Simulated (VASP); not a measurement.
Set up this calculation in VASP 6.6.1, as the native input.

| Property | Result |
| --- | --- |
| Task | single point |
| Functional | PBE |
| Potentials or basis | VASP PAW PBE potentials, release 64 (C) |
| Cutoff | 520 eV |
| k mesh | 6 × 6 × 1 |
| Occupations | gaussian, width 0.1 eV |
| Spin | no spin polarisation |
| Dipole correction | yes |
| Further INCAR settings | ALGO = Normal; EDIFF = 1e-06; NBANDS = 23; NELMDL = -8 |

The structure of C lies in POSCAR:

```
C
1.0
    4.9121060000      0.0000000000      0.0000000000
   -2.4560520000      4.2540080000      0.0000000000
    0.0000000000      0.0000000000     15.0000000000
C
7
Direct
    0.1666666700      0.8333333300      0.4982149200
    0.6666666700      0.3333333300      0.4982149200
    0.6666666700      0.8333333300      0.4982149200
    0.3333333300      0.1666666700      0.5017850800
    0.3333333300      0.6666666700      0.5017850800
    0.8333333300      0.1666666700      0.5017850800
    0.8333333300      0.6666666700      0.5017850800
```

These files were run (other wordings do the same):

INCAR

```
PREC = Accurate ; ENCUT = 520
EDIFF = 1E-6 ; ISMEAR = 0
SIGMA = 0.1 ; LREAL = F
LASPH = T ; NELM = 120
ALGO = Normal ; ISIF = 2
LWAVE = F ; LCHARG = F
LDIPOL = T ; IDIPOL = 3
DIPOL = 0.5 0.5 0.500 ; GGA = PE
NBANDS = 23 ; GGA_COMPAT = F
NELMDL = -8
```

KPOINTS

```
Automatic mesh
0
Gamma
  6 6 1
```

Potentials or basis: VASP PAW PBE potentials, release 64 (C).

The run is started by

```bash
$ cat potpaw_PBE.64/C/POTCAR > POTCAR
$ mpirun -np 1 vasp_std > vasp.out
```

Results of the run:

```
Largest force          : 1.674 eV/Å
Band gap on the k mesh : zero (bands 14 and 15 overlap by 0.24 eV)
```

Wall time 2.6 min on 1 thread of Intel(R) Xeon(R) Platinum 8375C CPU @ 2.90GHz (Ice Lake) (shared host), peak memory 0.4 GiB.
